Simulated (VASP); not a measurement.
# Se: single point with PBE+D3(BJ)

Se:

```xyz
3
Lattice="4.0493 0.0000 0.0000 -2.0247 3.5068 0.0000 0.0000 0.0000 5.3135" Properties=species:S:1:pos:R:3 pbc="T T T"
Se    1.0016    0.0000    1.7712
Se   -0.5008    0.8674    3.5423
Se    1.5239    2.6394    0.0000
```

* Program: VASP 6.6.1
* Task: single point
* Functional: PBE
* Dispersion: D3(BJ)
* Potentials or basis: VASP PAW PBE potentials, release 64 (Se)
* Cutoff: 520 eV
* k mesh: 12 × 12 × 8
* Occupations: gaussian, width 0.05 eV
* Spin: no spin polarisation
* Dipole correction: no
* Further INCAR settings: ALGO = Normal; EDIFF = 1e-07; NBANDS = 16

- Pressure: -2.3 GPa
- Largest force: 0.185 eV/Å
- Band gap on the k mesh: 0.24 eV
- Dispersion energy per atom: -0.347 eV

Forces on the atoms (eV/Å):
```
Se  -0.185  0.000  0.000
Se   0.092 -0.160  0.000
Se   0.092  0.160  0.000
```

Stress tensor (GPa, compression positive):
```
-1.47  0.00  0.00
 0.00 -1.47  0.00
 0.00  0.00 -4.08
```

Levels at points of the mesh, in eV from the valence-band top:
```tsv
k point	band 6	band 7	band 8	band 9	band 10	band 11	band 12	band 13
(0.00, 0.00, 0.00)	-3.24	-1.62	-1.62	-0.39	1.36	1.36	2.21	6.47
(0.50, 0.00, 0.00)	-3.51	-3.47	-1.34	-0.89	1.40	1.70	4.02	4.61
(0.00, 0.00, 0.50)	-2.80	-1.28	-1.10	-1.10	0.93	1.11	1.11	5.69
(0.50, 0.00, 0.50)	-3.99	-2.23	-1.84	-0.19	1.09	2.32	2.96	6.00
```

Run time: 2.2 min on 1 thread of Intel Xeon 8259CL, on a shared host, peak memory 0.27 GiB.

A k mesh can miss the band edges.
